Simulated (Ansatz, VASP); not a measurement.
## Mn in VASP and in Ansatz

```xyz
1
Lattice="0.0000 1.9569 1.9569 1.9569 0.0000 1.9569 1.9569 1.9569 0.0000" Properties=species:S:1:pos:R:3 pbc="T T T"
Mn    0.0000    0.0000    0.0000
```

Change from the starting cell: volume scaled by 1.04, crystal datasets.

Alike in both runs: task electric field gradients; functional PBE; k mesh 16 × 16 × 16; occupations fermi-dirac, width 0.05 eV; collinear spin.

|  | VASP | Ansatz |
| --- | --- | --- |
| version | VASP 6.6.1 | Ansatz 0.2.0 |
| potentials or method | VASP PAW PBE potentials, release 64 (Mn_pv), cutoff 520 eV | all-electron PAW with datasets made for the crystal, scalar-relativistic |

|  | VASP | Ansatz | Ansatz less VASP |
| --- | --- | --- | --- |
| pressure (GPa) | -5.0 | -6.1 | -1.11 |
| net moment per atom (μB) | 3.45 | 3.40 | -0.053 |
| size of the moment on the site where the two differ most (μB) | 3.33 | 3.32 | -0.015 |

Site moments also hang on the region over which each program counts them. Ansatz ran all-electron here, and VASP with PAW potentials.
